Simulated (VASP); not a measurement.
# W (Fd-3m) in VASP: further runs

W is run at these levels: PBE; tasks: single point.

All numbers are computed with VASP 6.6.1; they aren't measurements. Logs are shortened: lines on timing, memory, paths and dates and some standing lists are left out, and cuts for length are marked.

## Step 1: The cell of the first run

It takes space group Fd-3m (No. 227, cubic). Conventional cell: a = 4.297 Å, b = 4.297 Å, c = 4.297 Å, α = 90.00°, β = 90.00°, γ = 90.00°. W (site symmetry -43m) has 4 W at 1.86 Å within 2.5 Å.

This isn't the form of W at room conditions, which is bcc.

## Step 2: Single point, PBE (9.92 Å³/atom)

Input file INCAR:

```
SYSTEM = W
PREC = Accurate
ENCUT = 520
EDIFF = 1E-7
ISMEAR = -1
SIGMA = 0.1
LREAL = .FALSE.
LASPH = .TRUE.
NELM = 80
ALGO = Normal
ISIF = 2
LWAVE = .FALSE.
LCHARG = .TRUE.
GGA = PE
LELF = .TRUE.
LVHAR = .TRUE.
NBANDS = 21
```

Input file KPOINTS:

```
Automatic mesh
0
G
  12 12 12
  0 0 0
```

Input file POSCAR:

```
W
1.0
    0.0000000000      2.1483863592      2.1483863592
    2.1483863592      0.0000000000      2.1483863592
    2.1483863592      2.1483863592      0.0000000000
W
2
Direct
   -0.1250000000     -0.1250000000     -0.1250000000
    0.1250000000      0.1250000000      0.1250000000
```

Potentials or basis: VASP PAW PBE potentials, release 64 (W_sv).

On the command line:

```
> cat potpaw_PBE.64/W_sv/POTCAR > POTCAR
> mpirun -np 1 vasp_std > vasp.out
```

OUTCAR:

```text
SYSTEM = W
   PREC = Accurate
   ENCUT = 520
   EDIFF = 1E-7
   ISMEAR = -1
   LREAL = .FALSE.
   LASPH = .TRUE.
   NELM = 80
   ISIF = 2
   GGA = PE

 ion  position               nearest neighbor table
   1  0.875  0.875  0.875-   2 1.86   2 1.86   2 1.86   2 1.86
   2  0.125  0.125  0.125-   1 1.86   1 1.86   1 1.86   1 1.86

  LATTYP: Found a face centered cubic cell.
 ALAT       =     4.2967727184

  Lattice vectors:

 A1 = (   0.0000000000,   2.1483863592,   2.1483863592)
 A2 = (   2.1483863592,   0.0000000000,   2.1483863592)
 A3 = (   2.1483863592,   2.1483863592,   0.0000000000)

Analysis of symmetry for initial positions (statically):
=====================================================================
 Subroutine PRICEL returns:
 Original cell was already a primitive cell.

 Routine SETGRP: Setting up the symmetry group for a
 face centered cubic supercell.

 Subroutine GETGRP returns: Found 48 space group operations
 (whereof 12 operations were pure point group operations)
 out of a pool of 48 trial point group operations.

The static configuration has the point symmetry D_3d.
 The point group associated with its full space group is O_h .

Analysis of symmetry for dynamics (positions and initial velocities):
=====================================================================
 Subroutine PRICEL returns:
 Original cell was already a primitive cell.

 Routine SETGRP: Setting up the symmetry group for a
 face centered cubic supercell.

 Subroutine GETGRP returns: Found 48 space group operations
 (whereof 12 operations were pure point group operations)
 out of a pool of 48 trial point group operations.

The dynamic configuration has the point symmetry D_3d.
 The point group associated with its full space group is O_h .

 Subroutine INISYM returns: Found 48 space group operations
 (whereof 12 operations are pure point group operations),
 and found     1 'primitive' translations

----------------------------------------------------------------------------------------

                                     Primitive cell

  volume of cell :      19.8320

  direct lattice vectors                    reciprocal lattice vectors
     0.000000000  2.148386359  2.148386359    -0.232732813  0.232732813  0.232732813
     2.148386359  0.000000000  2.148386359     0.232732813 -0.232732813  0.232732813
     2.148386359  2.148386359  0.000000000     0.232732813  0.232732813 -0.232732813

  length of vectors
     3.038277126  3.038277126  3.038277126     0.403105056  0.403105056  0.403105056

  position of ions in fractional coordinates (direct lattice)
     0.875000000  0.875000000  0.875000000
     0.125000000  0.125000000  0.125000000

  ion indices of the primitive-cell ions
   primitive index   ion index
                 1           1
                 2           2

----------------------------------------------------------------------------------------

 KPOINTS: Automatic mesh

Automatic generation of k-mesh.
 Grid dimensions read from file:
 generate k-points for:   12   12   12

 Generating k-lattice:

  Cartesian coordinates                     Fractional coordinates (reciprocal lattice)
    -0.019394401  0.019394401  0.019394401     0.083333333  0.000000000  0.000000000
     0.019394401 -0.019394401  0.019394401     0.000000000  0.083333333  0.000000000
     0.019394401  0.019394401 -0.019394401     0.000000000  0.000000000  0.083333333

  Length of vectors
     0.033592088  0.033592088  0.033592088

  Shift w.r.t. Gamma in fractional coordinates (k-lattice)
     0.000000000  0.000000000  0.000000000

 Subroutine IBZKPT returns following result:
 ===========================================

 Found     72 irreducible k-points:

 Following reciprocal coordinates:
            Coordinates               Weight
  0.000000  0.000000  0.000000      1.000000
  0.083333  0.000000  0.000000      8.000000
  0.166667  0.000000  0.000000      8.000000
  0.250000  0.000000  0.000000      8.000000
  0.333333  0.000000  0.000000      8.000000
  0.416667  0.000000  0.000000      8.000000
[... 16 lines left out ...]
  0.500000  0.166667  0.000000     24.000000
 -0.416667  0.166667  0.000000     24.000000
 [... further k-points ...]
   k-points           NKPTS =     72   k-points in BZ     NKDIM =     72   number of bands    NBANDS=     21
   number of dos      NEDOS =    301   number of ions     NIONS =      2
   total plane-waves  NPLWV =  13824
   dimension x,y,z NGX =    24 NGY =   24 NGZ =   24
   dimension x,y,z NGXF=    48 NGYF=   48 NGZF=   48
   ions per type =               2
   NGX,Y,Z   is equivalent  to a cutoff of  13.13, 13.13, 13.13 a.u.
   NGXF,Y,Z  is equivalent  to a cutoff of  26.26, 26.26, 26.26 a.u.
 SYSTEM =  W
   PREC   = accura    normal or accurate (medium, high low for compatibility)
   ISTART =      0    job   : 0-new  1-cont  2-samecut
   ICHARG =      2    charge: 1-file 2-atom 10-const
   ISPIN  =      1    spin polarized calculation?
   LNONCOLLINEAR =      F non collinear calculations
   LSORBIT =      F    spin-orbit coupling
   LASPH  =      T    aspherical Exc in radial PAW
   ENCUT  =  520.0 eV  38.22 Ry    6.18 a.u.   5.65  5.65  5.65*2*pi/ulx,y,z
   NELM   =     80;   NELMIN=  2; NELMDL= -5     # of ELM steps
   EDIFF  = 0.1E-06   stopping-criterion for ELM
   LREAL  =      F    real-space projection
   EDIFFG = 0.1E-05   stopping-criterion for IOM
   NSW    =      0    number of steps for IOM
   IBRION =     -1    ionic relax: 0-MD 1-quasi-New 2-CG
   NFREE  =      0    steps in history (QN), initial steepest desc. (CG)
   ISIF   =      2    stress and relaxation
   ISYM   =      2    0-nonsym 1-usesym 2-fastsym
   POTIM  = 0.5000    time-step for ionic-motion
   TEBEG  =    0.0;   TEEND  =   0.0 temperature during run
   PSTRESS=    0.0 pullay stress
   NELECT =      28.0000    total number of electrons
   NUPDOWN=      -1.0000    fix difference up-down
   EMIN   =  10.00;   EMAX   =-10.00  energy-range for DOS
   EFERMI =   0.00;   METHOD = LEGACY
   ISMEAR =    -1;   SIGMA  =   0.10  broadening in eV -4-tet -1-fermi 0-gaus
   EFERMI_NEDOS =   21; number of points for ismear=-14 and -15
   IALGO  =     38    algorithm
   IMIX   =      4    mixing-type and parameters
     AMIX     =   0.40;   BMIX     =  1.00
     AMIX_MAG =   1.60;   BMIX_MAG =  1.00
  volume/ion in A,a.u.               =       9.92        66.92
  Fermi-wavevector in a.u.,A,eV,Ry     =   1.836560  3.470595 45.891807  3.372953
  Thomas-Fermi vector in A             =   2.889725
   LORBIT       =      0    0 simple, 1 ext, 2 COOP (PROOUT), +10 PAW based schemes
   GGA     = PE    functional components
   LHFCALC =     F    Hartree Fock is set to
   AEXX    =    0.0000 exact exchange contribution
   IVDW    =     0    specifies the selected vdW correction
   LEPSILON=     F    determine dielectric tensor
   LRPA    =     F    only Hartree local field effects (RPA)
 non-spin polarized calculation
  energy-cutoff  :      520.00
  volume of cell :       19.83
 maximum number of plane-waves:       547
   NGX = 11   NGY = 11   NGZ = 11

 number of electron      27.9999998 magnetization

 Free energy of the ion-electron system (eV)
  ---------------------------------------------------
  ext. energy  EPLUGINS =         0.00000000
  ---------------------------------------------------
  free energy    TOTEN  =        10.14285804 eV

  energy without entropy =       10.16809426  energy(sigma->0) =       10.15547615

 E-fermi :  19.5481     XC(G=0): -16.0069

 val. band max:       19.4411435378   @ k =   0.2500   0.1667   0.0000
 cond. band min:      19.6001839337   @ k =   0.5000   0.3333   0.0000
 fundamental gap:      0.1590403959
 Fermi energy:        19.5480625972

 k-point     1 :       0.0000    0.0000    0.0000
  band No.  band energies     occupation
      1     -58.5047      2.00000
      2     -52.3974      2.00000
      3     -24.1112      2.00000
      4     -24.1112      2.00000
      5     -24.1112      2.00000
      6     -17.9394      2.00000
[... 13 lines left out ...]
     20      32.3980      0.00000
     21      35.2502      0.00000

 k-point     2 :       0.0833    0.0000    0.0000
  band No.  band energies     occupation
      1     -58.4419      2.00000
      2     -52.4991      2.00000
      3     -24.1813      2.00000
      4     -24.1813      2.00000
      5     -24.1036      2.00000
      6     -17.8619      2.00000
[... 13 lines left out ...]
     20      32.2330      0.00000
     21      35.2853      0.00000

 k-point     3 :       0.1667    0.0000    0.0000
  band No.  band energies     occupation
      1     -58.2595      2.00000
      2     -52.7862      2.00000
      3     -24.3620      2.00000
      4     -24.3620      2.00000
      5     -24.0959      2.00000
      6     -17.6257      2.00000
[... 13 lines left out ...]
     20      31.8916      0.00000
     21      35.5505      0.00000

 k-point     4 :       0.2500    0.0000    0.0000
  band No.  band energies     occupation
      1     -57.9790      2.00000
      2     -53.2067      2.00000
      3     -24.5874      2.00000
      4     -24.5874      2.00000
      5     -24.1131      2.00000
      6     -17.2473      2.00000
[... 13 lines left out ...]
     20      33.1368      0.00000
     21      36.1972      0.00000

 k-point     5 :       0.3333    0.0000    0.0000
  band No.  band energies     occupation
      1     -57.6451      2.00000
      2     -53.6773      2.00000
      3     -24.7932      2.00000
      4     -24.7932      2.00000
      5     -24.1572      2.00000
      6     -16.8587      2.00000
[... 13 lines left out ...]
     20      33.8860      0.00000
     21      35.1180      0.00000
[... 382 lines left out ...]
     20      33.2429      0.00000
     21      36.9204      0.00000

 k-point    22 :       0.4167    0.1667    0.0000
  band No.  band energies     occupation
      1     -57.3056      2.00000
      2     -54.1256      2.00000
      3     -25.5112      2.00000
      4     -25.2122      2.00000
      5     -22.9426      2.00000
      6     -18.1350      2.00000
[... 13 lines left out ...]
     20      32.4118      0.00000
     21      36.1998      0.00000

 k-point    23 :       0.5000    0.1667    0.0000
  band No.  band energies     occupation
      1     -57.0370      2.00000
      2     -54.4615      2.00000
      3     -25.7193      2.00000
      4     -25.2339      2.00000
      5     -22.9137      2.00000
      6     -17.8976      2.00000
[... 13 lines left out ...]
     20      29.4349      0.00000
     21      38.1767      0.00000

 k-point    24 :      -0.4167    0.1667    0.0000
  band No.  band energies     occupation
      1     -56.9976      2.00000
      2     -54.5095      2.00000
      3     -25.8007      2.00000
      4     -25.1552      2.00000
      5     -22.9635      2.00000
      6     -17.7326      2.00000
[... 13 lines left out ...]
     20      30.4598      0.00000
     21      38.4073      0.00000

 [... further k-points ...]

------------------------ aborting loop because EDIFF is reached ----------------------------------------

  FORCE on cell =-STRESS in cart. coord.  units (eV):
  Direction    XX          YY          ZZ          XY          YZ          ZX
  --------------------------------------------------------------------------------------
  -------------------------------------------------------------------------------------
  Total       90.0227561     90.0227561     90.0227561      0.0000000     -0.0000000      0.0000000
  in kB     7272.7010015   7272.7010015   7272.7010015      0.0000000     -0.0000000      0.0000000
  external PRESSURE =    7272.7010015 kB  Pullay stress =       0.0000000 kB

 VOLUME and BASIS-vectors are now :
 -----------------------------------------------------------------------------
  energy-cutoff  :      520.00
  volume of cell :       19.83
      direct lattice vectors                 reciprocal lattice vectors
     0.000000000  2.148386359  2.148386359    -0.232732813  0.232732813  0.232732813
     2.148386359  0.000000000  2.148386359     0.232732813 -0.232732813  0.232732813
     2.148386359  2.148386359  0.000000000     0.232732813  0.232732813 -0.232732813

 POSITION                                       TOTAL-FORCE (eV/Angst)
 -----------------------------------------------------------------------------------
      3.75968      3.75968      3.75968        -0.000000     -0.000000     -0.000000
      0.53710      0.53710      0.53710         0.000000      0.000000      0.000000
 -----------------------------------------------------------------------------------
    total drift:                                0.000000      0.000000      0.000000

  FREE ENERGIE OF THE ION-ELECTRON SYSTEM (eV)
  ---------------------------------------------------
  free  energy   TOTEN  =        10.1428580383 eV

  energy  without entropy=       10.1680942613  energy(sigma->0) =       10.15547615
```

It took 37 s on 1 thread of Intel Xeon 8259CL, shared host; peak memory 0.16 GiB.

The run converged, but its numbers aren't listed here, since they failed a check.

Caveat: atoms lie so close that the PAW spheres overlap strongly, which falsifies energies and pressures; the cell stands under pressure; spin-orbit coupling is left out, which moves the levels of the heavy elements.

## Step 3: Single point, PBE (9.92 Å³/atom)

Input file INCAR:

```
PREC = Accurate
ENCUT = 520
EDIFF = 1E-7
ISMEAR = -1
SIGMA = 0.1
LREAL = False
LASPH = True
NELM = 60
ALGO = Normal
ISIF = 2
LWAVE = False
LCHARG = False
GGA = PE
NBANDS = 21
```

Input file KPOINTS:

```
Automatic mesh
0
Gamma
  12 12 12
```

POSCAR is that of step 2.

Potentials or basis: VASP PAW PBE potentials, release 64 (W_sv).

On the command line:

```
> cat potpaw_PBE.64/W_sv/POTCAR > POTCAR
> mpirun -np 1 vasp_std > vasp.out
```

Wall time 38 s (1 thread of Intel Xeon 8259CL, shared host); peak memory 0.15 GiB.

The run converged, but its numbers aren't listed here, since they failed a check.

Caveat: atoms lie so close that the PAW spheres overlap strongly, which falsifies energies and pressures; the cell stands under pressure; spin-orbit coupling is left out, which moves the levels of the heavy elements.

(Continued in part 2 of 2.)
